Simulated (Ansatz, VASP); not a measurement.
**CuO in VASP and in Ansatz**

The input INCAR:

```
  ALGO = Normal
  EDIFF = 1E-6
  ENCUT = 520
  GGA = PS
  ISIF = 2
  ISMEAR = 0
  LASPH = T
  LCHARG = T
  LELF = T
  LREAL = F
  LVHAR = T
  LWAVE = F
  NBANDS = 25
  NELM = 80
  PREC = Accurate
  SIGMA = 0.1
```

File KPOINTS:

```
k-points
0
Gamma
  1 1 1
```

File POSCAR:

```
CuO
1.0
    2.3404404522     -1.7107783127     -0.0229301573
    2.3197430003      1.6824555157     -0.0101368612
   -0.8908838133      0.0240860588      5.0786274137
Cu O
2 2
Direct
   -0.0082652229      0.4939545091     -0.0055067082
    0.4909130835     -0.0195801087      0.4987901057
    0.5733962104      0.3983939412      0.2576963426
    0.3918683292      0.5610426818      0.7397132466
```

Input for Ansatz:

```yaml
crystal:
  lattice:
    - [2.3404404522, -1.7107783127, -0.0229301573]
    - [2.3197430003, 1.6824555157, -0.0101368612]
    - [-0.8908838133, 0.0240860588, 5.0786274137]
  atoms:
    - { symbol: Cu, position: [-0.0082652229, 0.4939545091, -0.0055067082] }
    - { symbol: Cu, position: [0.4909130835, -0.0195801087, 0.4987901057] }
    - { symbol: O, position: [0.5733962104, 0.3983939412, 0.2576963426] }
    - { symbol: O, position: [0.3918683292, 0.5610426818, 0.7397132466] }
basis:
  ecutwfc: 420
kpoints:
  mp_grid: { grid: [1, 1, 1] }
hamiltonian:
  xc: pbesol
scf:
  occupations: { method: gaussian, width: 0.1 }
output:
  forces: true
  stress: true
  eigenvalues: true
```

Change from the starting cell: kmesh displaced: [1, 1, 1] Gamma-centred.

Alike in both runs: task single point; functional PBEsol; k mesh 1 × 1 × 1; occupations gaussian, width 0.1 eV; no spin polarisation.

|  | VASP | Ansatz |
| --- | --- | --- |
| version | VASP 6.6.1 | Ansatz 0.2.0 |
| potentials or method | VASP PAW PBE potentials, release 64 (Cu, O), cutoff 520 eV | scalar-relativistic, plane waves, PAW |
| valence electrons in the cell | 34 | 50 |

```tsv
	VASP	Ansatz	Ansatz less VASP
gap on the k mesh at the Fermi level (eV)	0.28	0.29	+0.015
least direct gap on the mesh (eV)	0.28	0.29	+0.015
pressure (GPa)	-1.4	-1.3	+0.07
traceless stress, the component that is largest in VASP (GPa)	19.01	18.15	-0.859
rms of the force components (eV/Å)	0.682	0.715	+0.0337
```

VASP's potentials were made for PBE, not for PBEsol. Atom by atom the forces differ by 0.042 eV/Å (rms over components). VASP's potentials hold 34 valence electrons a cell and Ansatz's 50, so a difference there can come from the potentials and not from the codes.

The k mesh is coarse, so the values compare programs but aren't converged.
